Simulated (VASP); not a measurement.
A run of VASP 6.6.1 is set up as follows.

File INCAR:

```
SYSTEM = TiO2
ALGO = Normal
EDIFF = 1E-8
ENCUT = 520
GGA = PE
ISIF = 2
ISMEAR = -1
LASPH = .TRUE.
LCHARG = .FALSE.
LEFG = .TRUE.
LREAL = .FALSE.
LWAVE = .FALSE.
NBANDS = 33
NELM = 80
PREC = Accurate
SIGMA = 0.08
```

KPOINTS

```
k-points
0
G
  13 13 13
  0 0 0
```

POSCAR

```
TiO2
1.0
   -1.8669225403      1.8669225403      4.6927083350
    1.8669225403     -1.8669225403      4.6927083350
    1.8669225403      1.8669225403     -4.6927083350
Ti O
2 4
Direct
    0.0000000000      0.0000000000      0.0000000000
    0.7500000000      0.2500000000      0.5000000000
    0.2066000000      0.2066000000      0.0000000000
    0.9566000000      0.4566000000      0.5000000000
    0.5434000000      0.0434000000      0.5000000000
    0.7934000000      0.7934000000      0.0000000000
```

Potentials or basis: VASP PAW PBE potentials, release 64 (Ti_sv, O).

Run with:

```sh
$ cat potpaw_PBE.64/Ti_sv/POTCAR potpaw_PBE.64/O/POTCAR > POTCAR
$ mpirun -np 1 vasp_std > vasp.out
```

(1) Estimate the largest force.

(2) Estimate the pressure.

(3) Predict the band gap on the k mesh.

Results:

(1) 0.654 eV/Å.

(2) 17.0 GPa.

(3) 2.24 eV (least direct gap 2.54 eV).

Caveat: the stress differs along the axes, from 15 to 21 GPa; without QUAD_EFG the Cq values of the log hold for a quadrupole moment of 1 mb, not for the nuclei.
